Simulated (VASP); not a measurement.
Wanted: the native input for a VASP 6.6.1 run.

| Quantity | Value |
| --- | --- |
| Task | single point |
| Functional | PBE |
| Dispersion | D3(BJ) |
| Potentials or basis | VASP PAW PBE potentials, release 64 (Si, C) |
| Cutoff | 520 eV |
| k mesh | 10 × 10 × 10 |
| Occupations | gaussian, width 0.05 eV |
| Spin | no spin polarisation |
| Dipole correction | no |
| Further INCAR settings | ALGO = Normal; EDIFF = 1e-07; NBANDS = 11 |

The structure of SiC lies in POSCAR:

```
SiC
1.0
    0.0000000000      2.1772883992      2.1772883992
    2.1772883992      0.0000000000      2.1772883992
    2.1772883992      2.1772883992      0.0000000000
Si C
1 1
Direct
    0.0000000000      0.0000000000      0.0000000000
    0.7500000000      0.7500000000      0.7500000000
```

One way to write it, as run:

INCAR

```
SYSTEM = SiC
PREC = Accurate
ENCUT = 520
EDIFF = 1E-7
ISMEAR = 0
SIGMA = 0.05
LREAL = .False.
LASPH = .True.
NELM = 60
ALGO = Normal
ISIF = 2
LWAVE = .False.
LCHARG = .False.
GGA = PE
IVDW = 12
NBANDS = 11
```

KPOINTS

```
Automatic mesh
0
Gamma
  10 10 10
  0 0 0
```

Potentials or basis: VASP PAW PBE potentials, release 64 (Si, C).

Run with:

```sh
$ cat potpaw_PBE.64/Si/POTCAR potpaw_PBE.64/C/POTCAR > POTCAR
$ mpirun -np 1 vasp_std > vasp.out
```

It gave:

```
Pressure                   : -0.9 GPa
Band gap on the k mesh     : 1.35 eV, indirect (least direct gap 4.54 eV)
Dispersion energy per atom : -0.302 eV
```

Caveat: three body term missing.

Wall time 21 s on 1 thread of AMD EPYC 7R13 (shared host), peak memory 0.12 GiB.
